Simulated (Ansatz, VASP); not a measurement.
BN in VASP and in Ansatz

Contents of INCAR:

```
SYSTEM = BN
  PREC = Accurate
  ENCUT = 600
  EDIFF = 1E-6
  ISMEAR = 0
  SIGMA = 0.01
  LREAL = .False.
  LASPH = .True.
  NELM = 120
  ALGO = Normal
  ISIF = 2
  LWAVE = .False.
  LCHARG = .True.
  GGA = B5
  ALDAX = 1.0
  AGGAX = 1.0
  AGGAC = 1.0
  ALDAC = 0.0
  LELF = .True.
  LVHAR = .True.
  NBANDS = 16
  GGA_COMPAT = .False.
```

File KPOINTS:

```
regular mesh
0
Gamma
  12 12 4
  0 0 0
```

Contents of POSCAR:

```
BN
1.0
    2.4982400000      0.0000000000      0.0000000000
   -1.2491200000      2.1635390000      0.0000000000
    0.0000000000      0.0000000000      6.6357000000
B N
2 2
Direct
    0.3333333333      0.6666666667      0.2500000000
    0.6666666667      0.3333333333      0.7500000000
    0.3333333333      0.6666666667      0.7500000000
    0.6666666667      0.3333333333      0.2500000000
```

Input for Ansatz:

```yaml
crystal:
  lattice:
    - [2.49824, 0.0, 0.0]
    - [-1.24912, 2.163539, 0.0]
    - [0.0, 0.0, 6.6357]
  atoms:
    - { symbol: B, position: [0.3333333333333333, 0.6666666666666666, 0.25] }
    - { symbol: B, position: [0.6666666666666666, 0.3333333333333333, 0.75] }
    - { symbol: "N", position: [0.3333333333333333, 0.6666666666666666, 0.75] }
    - { symbol: "N", position: [0.6666666666666666, 0.3333333333333333, 0.25] }
kpoints:
  mp_grid:
    grid: [12, 12, 4]
hamiltonian:
  xc: blyp
scf:
  occupations:
    method: fixed
output:
  eigenvalues: true
```

Alike in both runs: task single point; functional BLYP; k mesh 12 × 12 × 4; no spin polarisation.

|  | VASP | Ansatz |
| --- | --- | --- |
| version | VASP 6.6.1 | Ansatz 0.2.0 |
| potentials or method | VASP PAW PBE potentials, release 64 (B, N) | plane waves, PAW |
| plane-wave cutoff (eV) | 600 | 420 |
| occupations | gaussian, width 0.01 eV | fixed |
| valence electrons in the cell | 16 | 16 |

|  | VASP | Ansatz | Ansatz less VASP |
| --- | --- | --- | --- |
| gap on the k mesh at the Fermi level (eV) | 4.36 | 4.36 | -0.002 |

VASP's potentials were made for PBE, not for BLYP.
